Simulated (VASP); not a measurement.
A run of VASP 6.6.1:

Contents of INCAR:

```
SYSTEM = Zn23BS24
  ALGO = Normal
  EDIFF = 1E-8
  ENCUT = 520
  GGA = PE
  ISIF = 2
  ISMEAR = -1
  LASPH = .TRUE.
  LCHARG = .FALSE.
  LEFG = .TRUE.
  LREAL = Auto
  LUSENCCL = .FALSE.
  LWAVE = .FALSE.
  NBANDS = 242
  NELECT = 422.0
  NELM = 60
  PREC = Accurate
  SIGMA = 0.01
```

The input KPOINTS:

```
k-points
0
G
  3 3 1
  0 0 0
```

POSCAR

```
Zn23BS24
1.0
    7.6240000000      0.0000000000      0.0000000000
   -3.8120000000      6.6025776784      0.0000000000
    0.0000000000      0.0000000000     18.6899900000
Zn B S
23 1 24
Direct
    0.0000000000      0.0000000000      0.0000000000
    0.0000000000      0.5000000000      0.0000000000
    0.5000000000      0.0000000000      0.0000000000
    0.5000000000      0.5000000000      0.0000000000
    0.0000000000      0.0000000000      0.5000000000
    0.0000000000      0.5000000000      0.5000000000
    0.5000000000      0.0000000000      0.5000000000
    0.5000000000      0.5000000000      0.5000000000
    0.1666666666      0.3333333334      0.1666700000
    0.1666666666      0.8333333334      0.1666700000
    0.6666666666      0.3333333334      0.1666700000
    0.6666666666      0.8333333334      0.1666700000
    0.3333333334      0.1666666666      0.6666700000
    0.3333333334      0.6666666666      0.6666700000
    0.8333333334      0.1666666666      0.6666700000
    0.8333333334      0.6666666666      0.6666700000
    0.3333333334      0.6666666666      0.3333300000
    0.8333333334      0.1666666666      0.3333300000
    0.8333333334      0.6666666666      0.3333300000
    0.1666666666      0.3333333334      0.8333300000
    0.1666666666      0.8333333334      0.8333300000
    0.6666666666      0.3333333334      0.8333300000
    0.6666666666      0.8333333334      0.8333300000
    0.3333333334      0.1666666666      0.3333300000
    0.0000000000      0.0000000000      0.1250000000
    0.0000000000      0.5000000000      0.1250000000
    0.5000000000      0.0000000000      0.1250000000
    0.5000000000      0.5000000000      0.1250000000
    0.0000000000      0.0000000000      0.6250000000
    0.0000000000      0.5000000000      0.6250000000
    0.5000000000      0.0000000000      0.6250000000
    0.5000000000      0.5000000000      0.6250000000
    0.1666666666      0.3333333334      0.2916700000
    0.1666666666      0.8333333334      0.2916700000
    0.6666666666      0.3333333334      0.2916700000
    0.6666666666      0.8333333334      0.2916700000
    0.3333333334      0.1666666666      0.7916700000
    0.3333333334      0.6666666666      0.7916700000
    0.8333333334      0.1666666666      0.7916700000
    0.8333333334      0.6666666666      0.7916700000
    0.3333333334      0.1666666666      0.4583300000
    0.3333333334      0.6666666666      0.4583300000
    0.8333333334      0.1666666666      0.4583300000
    0.8333333334      0.6666666666      0.4583300000
    0.1666666666      0.3333333334      0.9583300000
    0.1666666666      0.8333333334      0.9583300000
    0.6666666666      0.3333333334      0.9583300000
    0.6666666666      0.8333333334      0.9583300000
```

Potentials or basis: VASP PAW PBE potentials, release 64 (Zn, B, S).

Run with:

```sh
$ cat potpaw_PBE.64/Zn/POTCAR potpaw_PBE.64/B/POTCAR potpaw_PBE.64/S/POTCAR > POTCAR
$ mpirun -np 1 vasp_std > vasp.out
```

Hardware: 1 × NVIDIA H100 80GB with 1 thread of Intel(R) Xeon(R) Platinum 8481C CPU @ 2.70GHz (Sapphire Rapids) (shared host).

Problem. Estimate the wall time of this run.

Solution. It took 3.2 min on 1 × NVIDIA H100 80GB with 1 thread of Intel(R) Xeon(R) Platinum 8481C CPU @ 2.70GHz (Sapphire Rapids), with other jobs on the host, peak memory 1.9 GiB. Counts: scf iterations 25, k points 3.
